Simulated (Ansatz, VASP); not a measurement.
## One calculation of CdSe4, two programs

Contents of INCAR:

```
SYSTEM = CdSe4
ALGO = Normal ; EDIFF = 1E-6
EDIFFG = -0.01 ; ENCUT = 600
GGA = PE ; IBRION = 2
ISIF = 3 ; ISMEAR = 0
LASPH = .TRUE. ; LCHARG = .FALSE.
LREAL = .FALSE. ; LWAVE = .FALSE.
NELM = 60 ; NSW = 100
PREC = Accurate ; SIGMA = 0.1
```

The input KPOINTS:

```
k-points
0
G
  8 8 8
  0 0 0
```

Contents of POSCAR:

```
CdSe4
1.0
    5.1825834400      0.0000000000      0.0000000000
    0.0000000000      5.1825834400      0.0000000000
    0.0000000000      0.0000000000      5.1825834400
Cd Se
1 4
Direct
    0.5000000000      0.5000000000      0.5000000000
    0.0000000000      0.0000000000      0.0000000000
    0.5000000000      0.5000000000      0.0000000000
    0.5000000000      0.0000000000      0.5000000000
    0.0000000000      0.5000000000      0.5000000000
```

Input for Ansatz:

```yaml
crystal:
  lattice:
    - [5.18258344, 0.0, 0.0]
    - [0.0, 5.18258344, 0.0]
    - [0.0, 0.0, 5.18258344]
  atoms:
    - { symbol: Cd, position: [0.5, 0.5, 0.5] }
    - { symbol: Se, position: [0.0, 0.0, 0.0] }
    - { symbol: Se, position: [0.5, 0.5, 0.0] }
    - { symbol: Se, position: [0.5, 0.0, 0.5] }
    - { symbol: Se, position: [0.0, 0.5, 0.5] }
basis:
  ecutwfc: 420
kpoints:
  mp_grid: { grid: [8, 8, 8] }
hamiltonian:
  xc: pbe
scf:
  occupations: { method: gaussian, width: 0.1 }
output:
  forces: true
  stress: true
  eigenvalues: true
  write_density: true
  write_potential: true
  elf: true
  volumetric_format: npy
relax:
  adjacent_minimum: "off"
  f_tol: 0.01
  max_steps: 80
  cell: { stress_tol: 0.05 }
```

Change from the starting cell: species swapped into the Ni4N type (Pm-3m, No. 221).

Alike in both runs: task relaxation of cell and atoms; functional PBE; k mesh 8 × 8 × 8; occupations gaussian, width 0.1 eV; no spin polarisation.

|  | VASP | Ansatz |
| --- | --- | --- |
| version | VASP 6.6.1 | Ansatz 0.2.0 |
| potentials or method | VASP PAW PBE potentials, release 64 (Cd, Se), cutoff 600 eV | scalar-relativistic, plane waves, PAW |
| valence electrons in the cell | 36 | 84 |

|  | VASP | Ansatz | Ansatz less VASP |
| --- | --- | --- | --- |
| gap on the k mesh at the Fermi level, each at its own relaxed structure (eV) | none | none | - |
| relaxed volume (Å³/atom) | 27.88 | 27.71 | -0.169 |
| relaxed length of the cell vector where the two differ most in proportion (Å) | 5.185 | 5.175 | -0.0105 |

A gap of «none» marks a metal or a gap that the smearing closes. VASP's potentials hold 36 valence electrons a cell and Ansatz's 84, so a difference there can come from the potentials and not from the codes.
